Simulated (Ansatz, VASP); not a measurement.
## One calculation of Li6Ru, two programs

```
Li Ru
1.0
     0.00000    3.87500    3.87500
     3.87500    0.00000    3.87500
     3.87500    3.87500    0.00000
Li Ru
6 1
Direct
  0.50000 0.00000 0.00000
  0.00000 0.50000 0.50000
  0.00000 0.50000 0.00000
  0.50000 0.00000 0.50000
  0.00000 0.00000 0.50000
  0.50000 0.50000 0.00000
  0.50000 0.50000 0.50000
```

Alike in both runs: task single point; functional PBE; k mesh 4 × 4 × 4; occupations gaussian, width 0.1 eV; collinear spin.

|  | VASP | Ansatz |
| --- | --- | --- |
| version | VASP 6.6.1 | Ansatz 0.2.0 |
| potentials or method | VASP PAW PBE potentials, release 64 (Li_sv, Ru_pv), cutoff 520 eV | scalar-relativistic, plane waves, PAW |
| valence electrons in the cell | 32 | 34 |

|  | VASP | Ansatz | Ansatz less VASP |
| --- | --- | --- | --- |
| gap on the k mesh at the Fermi level (eV) | none | none | - |
| net moment per atom (μB) | 0.00 | 0.00 | 0.000 |

A gap of «none» marks a metal or a gap that the smearing closes. VASP's potentials hold 32 valence electrons a cell and Ansatz's 34, so a difference there can come from the potentials and not from the codes. Ansatz's warnings: seeded moment not kept.

Noted on VASP's run: the cutoff is short for stress, so the pressure is rough.
